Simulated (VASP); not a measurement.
Here is a VASP 6.6.1 calculation.

Contents of INCAR:

```
SYSTEM = TaN
PREC = Accurate
ENCUT = 700
EDIFF = 1E-6
ISMEAR = -1
SIGMA = 0.05
LREAL = .FALSE.
LASPH = .TRUE.
NELM = 120
ALGO = Normal
ISIF = 2
LWAVE = .FALSE.
LCHARG = .FALSE.
GGA = CA
NBANDS = 16
GGA_COMPAT = .FALSE.
```

File KPOINTS:

```
regular mesh
0
G
  10 10 10
  0 0 0
```

File POSCAR:

```
TaN
1.0
    0.0000000000      2.1661812927      2.1661812927
    2.1661812927      0.0000000000      2.1661812927
    2.1661812927      2.1661812927      0.0000000000
Ta N
1 1
Direct
    0.5000000000      0.5000000000      0.5000000000
    0.0000000000      0.0000000000      0.0000000000
```

Potentials or basis: VASP PAW LDA potentials, release 64 (Ta_sv_GW, N).

Command:

```console
$ cat potpaw_LDA.64/Ta_sv_GW/POTCAR potpaw_LDA.64/N/POTCAR > POTCAR
$ mpirun -np 1 vasp_std > vasp.out
```

(1) Predict the pressure.

(2) Estimate the band gap on the k mesh.

Results:

(1) 5.3 GPa.

(2) zero (bands 9 and 10 overlap by 4.28 eV).

Caveat: the cell stands under pressure; spin-orbit coupling is left out, which moves the levels of the heavy elements.
